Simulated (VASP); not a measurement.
Here is a VASP 6.6.1 calculation.

File INCAR:

```
PREC = Accurate
ENCUT = 520
EDIFF = 1E-7
ISMEAR = 0
SIGMA = 0.15
LREAL = False
LASPH = True
NELM = 80
ALGO = Normal
ISIF = 2
LWAVE = False
LCHARG = True
GGA = PS
LELF = True
LVHAR = True
NBANDS = 16
```

KPOINTS

```
regular mesh
0
Gamma
  16 16 16
```

Contents of POSCAR:

```
ZrS
1.0
    0.1054873011      2.6371825265      2.6371825265
    2.6371825265      0.1054873011      2.6371825265
    2.6371825265      2.6371825265      0.1054873011
Zr S
1 1
Direct
    0.0000000000      0.0000000000      0.0000000000
    0.5000000000      0.5000000000      0.5000000000
```

Potentials or basis: VASP PAW PBE potentials, release 64 (Zr_sv, S).

Command:

```sh
$ cat potpaw_PBE.64/Zr_sv/POTCAR potpaw_PBE.64/S/POTCAR > POTCAR
$ mpirun -np 1 vasp_std > vasp.out
```

Q: Estimate the band gap on the k mesh.

A: Zero (bands 9 and 10 overlap by 2.66 eV).

Q: Estimate the pressure.

A: 0.2 GPa.

Stress tensor (GPa, compression positive):
```
 0.19 -1.07 -1.07
-1.07  0.19 -1.07
-1.07 -1.07  0.19
```

Caveat: the PAW data sets were made with another functional, which shifts forces and pressure a little.
